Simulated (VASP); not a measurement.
# CdF2: single point with PBE

The system is CdF2.

```
Cd F
1.0
     0.00000    2.69400    2.69400
     3.09810    0.00000    2.69400
     3.09810    2.69400    0.00000
Cd F
1 2
Direct
  0.00000 0.00000 0.00000
  0.25000 0.25000 0.25000
  0.75000 0.75000 0.75000
```

This cell differs from its parent crystal: strain +0.1500 x Voigt [1, 0, 0, 0, 0, 0].

```yaml
Program: VASP 6.6.1
Task: single point
Functional: PBE
Potentials_or_basis: VASP PAW PBE potentials, release 64 (Cd, F)
Cutoff: 520 eV
k_mesh: 8 × 8 × 8
Occupations: gaussian, width 0.05 eV
Spin: no spin polarisation
Dipole_correction: no
Further_INCAR_settings: ALGO = Normal; EDIFF = 1e-07; NBANDS = 20
```

| Property | Result |
| --- | --- |
| Pressure | -6.5 GPa |
| Band gap on the k mesh | 2.16 eV, indirect (least direct gap 2.67 eV) |

Stress tensor (GPa, compression positive):
```
-15.88   0.00   0.00
  0.00  -1.84   0.00
  0.00   0.00  -1.84
```

Levels at points of the mesh, in eV from the valence-band top:
```csv
k point,band 9,band 10,band 11,band 12,band 13,band 14,band 15,band 16,band 17,band 18
"(0.00, 0.00, 0.00)",-0.99,-0.99,-0.69,-0.51,-0.51,2.16,11.65,11.65,12.12,16.17
"(0.50, 0.00, 0.00)",-1.96,-1.65,-1.39,-0.73,-0.63,5.75,8.12,12.74,13.45,16.37
"(0.50, 0.50, 0.00)",-2.70,-2.42,-0.52,-0.19,-0.03,6.48,8.36,11.33,11.74,13.30
"(0.00, 0.50, 0.50)",-2.35,-2.35,-0.82,-0.10,-0.10,6.42,8.89,11.64,13.08,13.08
```

Wall time 84 s on 1 thread of Intel(R) Xeon(R) Platinum 8375C CPU @ 2.90GHz (Ice Lake), on a shared host, peak memory 0.2 GiB.

Caveat: the cell differs from its parent crystal (strain +0.1500 x Voigt [1, 0, 0, 0, 0, 0]). A k mesh can miss the band edges.
